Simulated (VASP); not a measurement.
# Rb (P6/mmm) in VASP: notebook, part 2 of 2

VASP 6.6.1. The steps go on from the part before.

### Step 4. Single point, RPBE (101.27 Å³/atom)

This run uses another cell than the first one, of 101.27 Å³/atom.

INCAR reads:

```
SYSTEM = Rb
ALGO = Normal
EDIFF = 1E-6
ENCUT = 520
GGA = RP
ISIF = 2
ISMEAR = -1
LASPH = .True.
LCHARG = .True.
LELF = .True.
LREAL = .False.
LVHAR = .True.
LWAVE = .False.
NBANDS = 20
NELM = 60
PREC = Accurate
SIGMA = 0.1
```

KPOINTS reads:

```
k-points
0
Gamma
  5 5 7
  0 0 0
```

POSCAR reads:

```
Rb
1.0
    8.3690536988      0.0000000000      0.0000000000
   -4.1845268494      7.2478131088      0.0000000000
    0.0000000000      0.0000000000      5.0083928301
Rb
3
Direct
    1.0000000000      1.0000000000      0.0000000000
    0.3333333333      0.6666666667      0.5000000000
    0.6666666667      0.3333333333      0.5000000000
```

Potentials or basis: VASP PAW PBE potentials, release 64 (Rb_sv).

Command:

```sh
$ cat potpaw_PBE.64/Rb_sv/POTCAR > POTCAR
$ mpirun -np 1 vasp_std > vasp.out
```

OUTCAR:

```text
SYSTEM = Rb
   EDIFF = 1E-6
   ENCUT = 520
   GGA = RP
   ISIF = 2
   ISMEAR = -1
   LASPH = .True.
   LREAL = .False.
   NELM = 60
   PREC = Accurate

 ion  position               nearest neighbor table
   1  0.000  0.000  0.000-   2 5.44   3 5.44   2 5.44   3 5.44   3 5.44   3 5.44   2 5.44   2 5.44
                             3 5.44   3 5.44   2 5.44   2 5.44
   2  0.333  0.667  0.500-   3 4.83   3 4.83   3 4.83   1 5.44   1 5.44   1 5.44   1 5.44   1 5.44
                             1 5.44
   3  0.667  0.333  0.500-   2 4.83   2 4.83   2 4.83   1 5.44   1 5.44   1 5.44   1 5.44   1 5.44
                             1 5.44

  LATTYP: Found a hexagonal cell.
 ALAT       =     8.3690536988
 C/A-ratio  =     0.5984419518

  Lattice vectors:

 A1 = (   8.3690536988,   0.0000000000,   0.0000000000)
 A2 = (  -4.1845268494,   7.2478131088,   0.0000000000)
 A3 = (   0.0000000000,   0.0000000000,   5.0083928301)

Analysis of symmetry for initial positions (statically):
=====================================================================
 Subroutine PRICEL returns:
 Original cell was already a primitive cell.

 Routine SETGRP: Setting up the symmetry group for a
 hexagonal supercell.

[... 162 lines left out ...]

 E-fermi :  -0.0968     XC(G=0):  -5.0873

 val. band max:       -0.1313552452   @ k =   0.2000   0.2000   0.1429
 cond. band min:       0.0826413150   @ k =   0.2000   0.0000   0.0000
 fundamental gap:      0.2139965602
 Fermi energy:        -0.0967607750

 k-point     1 :       0.0000    0.0000    0.0000
  band No.  band energies     occupation
      1     -29.1375      2.00000
      2     -29.1341      2.00000
      3     -29.0593      2.00000
      4     -13.2537      2.00000
      5     -13.2537      2.00000
      6     -13.2085      2.00000
[... 449 lines left out ...]
     19       2.0339      0.00000
     20       2.6199      0.00000

------------------------ aborting loop because EDIFF is reached ----------------------------------------

  FORCE on cell =-STRESS in cart. coord.  units (eV):
  Direction    XX          YY          ZZ          XY          YZ          ZX
  --------------------------------------------------------------------------------------
  -------------------------------------------------------------------------------------
  Total        0.0258727      0.0258727     -0.0014411      0.0000000      0.0000000      0.0000000
  in kB        0.1364490      0.1364490     -0.0075999      0.0000000      0.0000000      0.0000000
  external PRESSURE =       0.0884327 kB  Pullay stress =       0.0000000 kB

 VOLUME and BASIS-vectors are now :
 -----------------------------------------------------------------------------
  energy-cutoff  :      520.00
  volume of cell :      303.80
      direct lattice vectors                 reciprocal lattice vectors
     8.369053699  0.000000000  0.000000000     0.119487822  0.068986326  0.000000000
    -4.184526849  7.247813109  0.000000000     0.000000000  0.137972653  0.000000000
     0.000000000  0.000000000  5.008392830     0.000000000  0.000000000  0.199664849

 POSITION                                       TOTAL-FORCE (eV/Angst)
 -----------------------------------------------------------------------------------
      0.00000      0.00000      0.00000        -0.000000      0.000000     -0.000000
     -0.00000      4.83188      2.50420         0.000000      0.000000     -0.000000
      4.18453      2.41594      2.50420        -0.000000      0.000000      0.000000
 -----------------------------------------------------------------------------------
    total drift:                                0.000000     -0.000000      0.000000

  FREE ENERGIE OF THE ION-ELECTRON SYSTEM (eV)
  ---------------------------------------------------
  free  energy   TOTEN  =        -2.5014852483 eV

  energy  without entropy=       -2.4140133366  energy(sigma->0) =       -2.45774929
```

stdout:

```text
POSCAR found type information on POSCAR Rb
 POSCAR found :  1 types and       3 ions
 scaLAPACK will be used
 -----------------------------------------------------------------------------
|                                                                             |
|                                                                             |
|     You enforced a specific xc type in the INCAR file but a different       |
|     I HOPE YOU KNOW WHAT YOU ARE DOING!                                     |
|                                                                             |
 -----------------------------------------------------------------------------

 LDA part: xc-table for (Slater+PW92), standard interpolation
 POSCAR, INCAR and KPOINTS ok, starting setup
 FFT: planning ... GRIDC
 FFT: planning ... GRID_SOFT
 FFT: planning ... GRID
 WAVECAR not read
 entering main loop
```

Run time: 2.7 min. Hardware: 1 thread of Oxide Virtual Turin-like, shared host; peak memory 0.4 GiB.

Results:

```
Free energy            : -2.5015 eV
Pressure               : 0.0 GPa
Band gap on the k mesh : zero (an odd number of electrons rules out a gap without spin polarisation)
```

Levels at points of the mesh, in eV from the Fermi level:
```
           k point  band 10  band 11  band 12  band 13  band 14  band 15  band 16  band 17
(0.00, 0.00, 0.00)   -13.05   -13.05   -13.03    -1.81     1.01     1.01     1.02     1.02
```

Caveat: the PAW data sets were made with another functional, which shifts forces and pressure a little.

### Step 5. The runs side by side

| cell | gap on the mesh (eV) | pressure (GPa) |
| --- | --- | --- |
| a = 8.020, b = 8.020, c = 4.799 Å, angles 90.0, 90.0, 120.0°, 3 atoms | none | 0.4 |
| a = 8.256, b = 8.256, c = 4.941 Å, angles 90.0, 90.0, 120.0°, 3 atoms | none | 0.1 |
| a = 8.369, b = 8.369, c = 5.008 Å, angles 90.0, 90.0, 120.0°, 3 atoms | none | 0.0 |

Alike in all rows: task single point; level RPBE; potentials or basis VASP PAW PBE potentials, release 64 (Rb_sv); no spin polarisation; k mesh 5 × 5 × 7; cutoff (eV) 520; smearing fermi-dirac 0.1 eV.

Caveats: the PAW data sets were made with another functional, which shifts forces and pressure a little.

Absolute energies hang on the potentials; compare differences alone.

The gap in the log of VASP goes by the Fermi energy; the results here count the filled bands.